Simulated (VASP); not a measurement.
# Pd (P6_3/mmc) in VASP: single point with PBE

Aim: the single point of Pd with PBE.

Program: VASP 6.6.1. These are calculated values, not measurements. Logs are shortened: lines on timing, memory, paths and dates and some standing lists are left out, and cuts for length are marked.

### Step 1. The cell of the first run

It takes space group P6_3/mmc (No. 194, hexagonal). Conventional cell: a = 2.862 Å, b = 2.862 Å, c = 4.379 Å, α = 90.00°, β = 90.00°, γ = 120.00°. Within 3.6 Å of Pd (site symmetry -6m2) lie 12 Pd at 2.74 to 2.86 Å.

This isn't the form of Pd at room conditions, which is fcc.

### Step 2. Single point, PBE, collinear spin

Contents of INCAR:

```
SYSTEM = Pd
PREC     = Accurate       ! precision mode
ENCUT    = 520            ! plane-wave cutoff, eV
EDIFF    = 1E-6           ! SCF threshold, eV
ISMEAR   = 0              ! smearing method
SIGMA    = 0.15           ! smearing width, eV
LREAL    = .FALSE.        ! projectors in reciprocal space
LASPH    = .TRUE.         ! aspherical terms in the spheres
NELM     = 150            ! most SCF steps
ALGO     = Normal         ! electronic algorithm
ISIF     = 2              ! what is computed and relaxed
LWAVE    = .FALSE.        ! write WAVECAR
LCHARG   = .TRUE.         ! write CHGCAR
ISPIN    = 2              ! spin polarisation
MAGMOM   = 0.52 0.52      ! initial moments
LORBIT   = 11             ! projections on sites
LMAXMIX  = 4              ! l up to which the mixer works
GGA      = PE             ! functional
LELF     = .TRUE.         ! ELF
LVHAR    = .TRUE.       
NBANDS   = 21             ! bands
```

Contents of KPOINTS:

```
regular mesh
0
G
  21 21 12
  0 0 0
```

Contents of POSCAR:

```
Pd
1.0
    2.8621190896      0.0000000000      0.0000000000
   -1.4310595448      2.4786678402      0.0000000000
    0.0000000000      0.0000000000      4.3786042418
Pd
2
Direct
    0.6666666667      0.3333333333      0.7500000000
    0.3333333333      0.6666666667      0.2500000000
```

Potentials or basis: VASP PAW PBE potentials, release 64 (Pd).

Started as:

```sh
$ cat potpaw_PBE.64/Pd/POTCAR > POTCAR
$ mpirun -np 1 vasp_std > vasp.out
```

OUTCAR:

```text
SYSTEM = Pd
   PREC = Accurate
   ENCUT = 520
   EDIFF = 1E-6
   ISMEAR = 0
   LREAL = .FALSE.
   LASPH = .TRUE.
   NELM = 150
   ISIF = 2
   ISPIN = 2
   LORBIT = 11
   GGA = PE

 ion  position               nearest neighbor table
   1  0.667  0.333  0.750-   2 2.74   2 2.74   2 2.74   2 2.74   2 2.74   2 2.74
   2  0.333  0.667  0.250-   1 2.74   1 2.74   1 2.74   1 2.74   1 2.74   1 2.74

  LATTYP: Found a hexagonal cell.
 ALAT       =     2.8621190896
 C/A-ratio  =     1.5298469787

  Lattice vectors:

 A1 = (   2.8621190896,   0.0000000000,   0.0000000000)
 A2 = (  -1.4310595448,   2.4786678402,   0.0000000000)
 A3 = (   0.0000000000,   0.0000000000,   4.3786042418)

Analysis of symmetry for initial positions (statically):
=====================================================================
 Subroutine PRICEL returns:
 Original cell was already a primitive cell.

 Routine SETGRP: Setting up the symmetry group for a
 hexagonal supercell.

 Subroutine GETGRP returns: Found 24 space group operations
 (whereof 12 operations were pure point group operations)
 out of a pool of 24 trial point group operations.

The static configuration has the point symmetry D_3d.
 The point group associated with its full space group is D_6h.

Analysis of symmetry for dynamics (positions and initial velocities):
=====================================================================
 Subroutine PRICEL returns:
 Original cell was already a primitive cell.

 Routine SETGRP: Setting up the symmetry group for a
 hexagonal supercell.

 Subroutine GETGRP returns: Found 24 space group operations
 (whereof 12 operations were pure point group operations)
 out of a pool of 24 trial point group operations.

The dynamic configuration has the point symmetry D_3d.
 The point group associated with its full space group is D_6h.

Analysis of structural, dynamic, and magnetic symmetry:
=====================================================================
 Subroutine PRICEL returns:
 Original cell was already a primitive cell.

 Routine SETGRP: Setting up the symmetry group for a
 hexagonal supercell.

 Subroutine GETGRP returns: Found 24 space group operations
 (whereof 12 operations were pure point group operations)
 out of a pool of 24 trial point group operations.

The overall configuration has the point symmetry D_3d.
 The point group associated with its full space group is D_6h.

 Subroutine INISYM returns: Found 24 space group operations
 (whereof 12 operations are pure point group operations),
 and found     1 'primitive' translations

----------------------------------------------------------------------------------------

                                     Primitive cell

  volume of cell :      31.0629

  direct lattice vectors                    reciprocal lattice vectors
     2.862119090  0.000000000  0.000000000     0.349391471  0.201721260  0.000000000
    -1.431059545  2.478667840  0.000000000     0.000000000  0.403442520  0.000000000
     0.000000000  0.000000000  4.378604242     0.000000000  0.000000000  0.228383280

  length of vectors
     2.862119090  2.862119090  4.378604242     0.403442520  0.403442520  0.228383280

  position of ions in fractional coordinates (direct lattice)
     0.666666667  0.333333333  0.750000000
     0.333333333  0.666666667  0.250000000

  ion indices of the primitive-cell ions
   primitive index   ion index
                 1           1
                 2           2

----------------------------------------------------------------------------------------

 KPOINTS: regular mesh

Automatic generation of k-mesh.
 Grid dimensions read from file:
 generate k-points for:   21   21   12

 Generating k-lattice:

  Cartesian coordinates                     Fractional coordinates (reciprocal lattice)
     0.016637689  0.009605774  0.000000000     0.047619048  0.000000000  0.000000000
     0.000000000  0.019211549  0.000000000     0.000000000  0.047619048  0.000000000
     0.000000000  0.000000000  0.019031940     0.000000000  0.000000000  0.083333333

  Length of vectors
     0.019211549  0.019211549  0.019031940

  Shift w.r.t. Gamma in fractional coordinates (k-lattice)
     0.000000000  0.000000000  0.000000000

 Subroutine IBZKPT returns following result:
 ===========================================

 Found    336 irreducible k-points:

 Following reciprocal coordinates:
            Coordinates               Weight
  0.000000  0.000000  0.000000      1.000000
  0.047619 -0.000000  0.000000      6.000000
  0.095238  0.000000  0.000000      6.000000
  0.142857  0.000000  0.000000      6.000000
  0.190476  0.000000  0.000000      6.000000
  0.238095  0.000000  0.000000      6.000000
[... 16 lines left out ...]
  0.142857  0.095238  0.000000     12.000000
  0.190476  0.095238  0.000000     12.000000
 [... further k-points ...]
   k-points           NKPTS =    336   k-points in BZ     NKDIM =    336   number of bands    NBANDS=     21
   number of dos      NEDOS =    301   number of ions     NIONS =      2
   total plane-waves  NPLWV =  20736
   dimension x,y,z NGX =    24 NGY =   24 NGZ =   36
   dimension x,y,z NGXF=    48 NGYF=   48 NGZF=   72
   ions per type =               2
   NGX,Y,Z   is equivalent  to a cutoff of  13.94, 13.94, 13.67 a.u.
   NGXF,Y,Z  is equivalent  to a cutoff of  27.88, 27.88, 27.34 a.u.
 SYSTEM =  Pd
   PREC   = accura    normal or accurate (medium, high low for compatibility)
   ISTART =      0    job   : 0-new  1-cont  2-samecut
   ICHARG =      2    charge: 1-file 2-atom 10-const
   ISPIN  =      2    spin polarized calculation?
   LNONCOLLINEAR =      F non collinear calculations
   LSORBIT =      F    spin-orbit coupling
   LASPH  =      T    aspherical Exc in radial PAW
   ENCUT  =  520.0 eV  38.22 Ry    6.18 a.u.   5.32  5.32  8.14*2*pi/ulx,y,z
   NELM   =    150;   NELMIN=  2; NELMDL= -5     # of ELM steps
   EDIFF  = 0.1E-05   stopping-criterion for ELM
   LREAL  =      F    real-space projection
   EDIFFG = 0.1E-04   stopping-criterion for IOM
   NSW    =      0    number of steps for IOM
   IBRION =     -1    ionic relax: 0-MD 1-quasi-New 2-CG
   NFREE  =      0    steps in history (QN), initial steepest desc. (CG)
   ISIF   =      2    stress and relaxation
   ISYM   =      2    0-nonsym 1-usesym 2-fastsym
   POTIM  = 0.5000    time-step for ionic-motion
   TEBEG  =    0.0;   TEEND  =   0.0 temperature during run
   PSTRESS=    0.0 pullay stress
   NELECT =      20.0000    total number of electrons
   NUPDOWN=      -1.0000    fix difference up-down
   EMIN   =  10.00;   EMAX   =-10.00  energy-range for DOS
   EFERMI =   0.00;   METHOD = LEGACY
   ISMEAR =     0;   SIGMA  =   0.15  broadening in eV -4-tet -1-fermi 0-gaus
   EFERMI_NEDOS =   21; number of points for ismear=-14 and -15
   IALGO  =     38    algorithm
   IMIX   =      4    mixing-type and parameters
     AMIX     =   0.40;   BMIX     =  1.00
     AMIX_MAG =   1.60;   BMIX_MAG =  1.00
  volume/ion in A,a.u.               =      15.53       104.81
  Fermi-wavevector in a.u.,A,eV,Ry     =   1.413636  2.671385 27.189429  1.998367
  Thomas-Fermi vector in A             =   2.535261
   LORBIT       =     11    0 simple, 1 ext, 2 COOP (PROOUT), +10 PAW based schemes
   GGA     = PE    functional components
   LHFCALC =     F    Hartree Fock is set to
   AEXX    =    0.0000 exact exchange contribution
   IVDW    =     0    specifies the selected vdW correction
   LEPSILON=     F    determine dielectric tensor
   LRPA    =     F    only Hartree local field effects (RPA)
 spin polarized calculation
 Gauss-broadening in eV      SIGMA  =   0.15
  energy-cutoff  :      520.00
  volume of cell :       31.06
 maximum number of plane-waves:       856
 NGX is ok and might be reduce to    24
   NGX = 11   NGY = 11   NGZ = 17

 number of electron      19.9999998 magnetization       0.6568272

 Free energy of the ion-electron system (eV)
  ---------------------------------------------------
  ext. energy  EPLUGINS =         0.00000000
  ---------------------------------------------------
  free energy    TOTEN  =       -10.35276577 eV

  energy without entropy =      -10.30362454  energy(sigma->0) =      -10.32819515

 E-fermi :   8.9935     XC(G=0): -12.8584

 val. band max:        8.9929766097   @ k =   0.4286   0.0476   0.0000
 cond. band min:       8.9945756321   @ k =   0.4762   0.0476   0.5000
 fundamental gap:      0.0015990223
 Fermi energy:         8.9935337455

 spin component 1

 k-point     1 :       0.0000    0.0000    0.0000
  band No.  band energies     occupation
      1       2.1826      1.00000
      2       3.9836      1.00000
      3       6.3437      1.00000
      4       6.3437      1.00000
      5       6.5922      1.00000
      6       6.7810      1.00000
[... 13 lines left out ...]
     20      32.0972      0.00000
     21      32.6519      0.00000
[... 529 lines left out ...]
 k-point    24 :       0.1905    0.0952    0.0000
  band No.  band energies     occupation
      1       3.7752      1.00000
      2       4.6729      1.00000
      3       5.5461      1.00000
      4       5.6126      1.00000
      5       6.2258      1.00000
      6       6.6179      1.00000
[... 13 lines left out ...]
     20      31.1503      0.00000
     21      33.0718      0.00000

 [... further k-points ...]

 spin component 2

 k-point     1 :       0.0000    0.0000    0.0000
  band No.  band energies     occupation
      1       2.1999      1.00000
      2       4.1332      1.00000
      3       6.5574      1.00000
      4       6.5574      1.00000
      5       6.8215      1.00000
      6       7.0022      1.00000
[... 13 lines left out ...]
     20      32.1539      0.00000
     21      32.6783      0.00000
[... 529 lines left out ...]
 k-point    24 :       0.1905    0.0952    0.0000
  band No.  band energies     occupation
      1       3.8083      1.00000
      2       4.8414      1.00000
      3       5.7304      1.00000
      4       5.8261      1.00000
      5       6.4720      1.00000
      6       6.8258      1.00000
[... 13 lines left out ...]
     20      31.2168      0.00000
     21      33.1102      0.00000

 [... further k-points ...]
[... 5 lines left out ...]
  --------------------------------------------------------------------------------------
  -------------------------------------------------------------------------------------
  Total       -0.5898094     -0.5898094      0.9190850      0.0000000      0.0000000      0.0000000
  in kB      -30.4214942    -30.4214942     47.4050416      0.0000000      0.0000000      0.0000000
  external PRESSURE =      -4.4793156 kB  Pullay stress =       0.0000000 kB

 VOLUME and BASIS-vectors are now :
 -----------------------------------------------------------------------------
  energy-cutoff  :      520.00
  volume of cell :       31.06
      direct lattice vectors                 reciprocal lattice vectors
     2.862119090  0.000000000  0.000000000     0.349391471  0.201721260  0.000000000
    -1.431059545  2.478667840  0.000000000     0.000000000  0.403442520  0.000000000
     0.000000000  0.000000000  4.378604242     0.000000000  0.000000000  0.228383280

 POSITION                                       TOTAL-FORCE (eV/Angst)
 -----------------------------------------------------------------------------------
      1.43106      0.82622      3.28395         0.000000      0.000000      0.000000
     -0.00000      1.65245      1.09465        -0.000000     -0.000000      0.000000
 -----------------------------------------------------------------------------------
    total drift:                               -0.000000      0.000000     -0.000000

  FREE ENERGIE OF THE ION-ELECTRON SYSTEM (eV)
  ---------------------------------------------------
  free  energy   TOTEN  =       -10.3527657685 eV

  energy  without entropy=      -10.3036245382  energy(sigma->0) =      -10.32819515

 total charge

# of ion       s       p       d       tot
------------------------------------------
    1        0.462   0.426   8.460   9.349
    2        0.462   0.426   8.460   9.349
--------------------------------------------------
tot          0.925   0.852  16.920  18.697

 magnetization (x)

# of ion       s       p       d       tot
------------------------------------------
    1       -0.002  -0.007   0.339   0.330
    2       -0.002  -0.007   0.339   0.330
--------------------------------------------------
tot         -0.004  -0.015   0.678   0.659
```

Wall time 2.3 min (1 thread of Intel Xeon Platinum 8488C (Sapphire Rapids), shared host); peak memory 0.4 GiB.

What came out:

| Property | Result |
| --- | --- |
| Free energy | -10.3528 eV |
| Pressure | -0.4 GPa |
| Net moment | 0.66 μB per cell |
| Site moments | Pd +0.33 μB |
| Valence electrons inside the program's atomic spheres | Pd 9.35 |

Levels at points of the mesh, in eV from the Fermi level:
Spin up:
| k point | band 6 | band 7 | band 8 | band 9 | band 10 | band 11 | band 12 | band 13 | band 14 | band 15 |
| --- | --- | --- | --- | --- | --- | --- | --- | --- | --- | --- |
| (0.00, 0.00, 0.00) | -2.21 | -2.21 | -2.16 | -2.16 | -0.43 | -0.43 | 1.66 | 7.71 | 16.47 | 19.35 |
| (0.00, 0.00, 0.50) | -2.85 | -2.54 | -2.54 | -0.82 | -0.82 | -0.82 | -0.82 | 15.24 | 15.24 | 17.23 |
Spin down:
| k point | band 8 | band 9 | band 10 | band 11 | band 12 | band 13 |
| --- | --- | --- | --- | --- | --- | --- |
| (0.00, 0.00, 0.00) | -1.90 | -1.90 | -0.14 | -0.14 | 1.67 | 7.85 |
| (0.00, 0.00, 0.50) | -2.37 | -0.55 | -0.55 | -0.55 | -0.55 | 15.27 |
